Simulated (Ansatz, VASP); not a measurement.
## Two plane-wave programs on As

```
As
1.0
     2.70532    0.00000    0.00000
     0.00000    2.70532    0.00000
     0.00000    0.00000    2.70532
As
1
Direct
  0.50000 0.50000 0.50000
```

Alike in both runs: functional r2SCAN; k mesh 16 × 16 × 16; occupations gaussian, width 0.1 eV; no spin polarisation.

Ansatz relaxed the structure, and its values are those at the end. VASP's run is a single point on that final structure, the one shown.

```csv
,VASP,Ansatz
version,VASP 6.6.1,Ansatz 0.2.0
potentials or method,"VASP PAW PBE potentials, release 64 (As), cutoff 550 eV","scalar-relativistic, plane waves, PAW"
valence electrons in the cell,5,15
```

VASP gave:

- gap on the k mesh at the Fermi level (eV): none
- pressure (GPa): -0.1

Task: Estimate Ansatz's values.

Result: gap on the k mesh at the Fermi level (eV): none; pressure (GPa): 0.0.

VASP's potentials were made for PBE, not for r2SCAN. A gap of «none» marks a metal or a gap that the smearing closes. The functional is the same, so the differences come from potentials, cutoffs and numerics. VASP's potentials hold 5 valence electrons a cell and Ansatz's 15, so a difference there can come from the potentials and not from the codes.
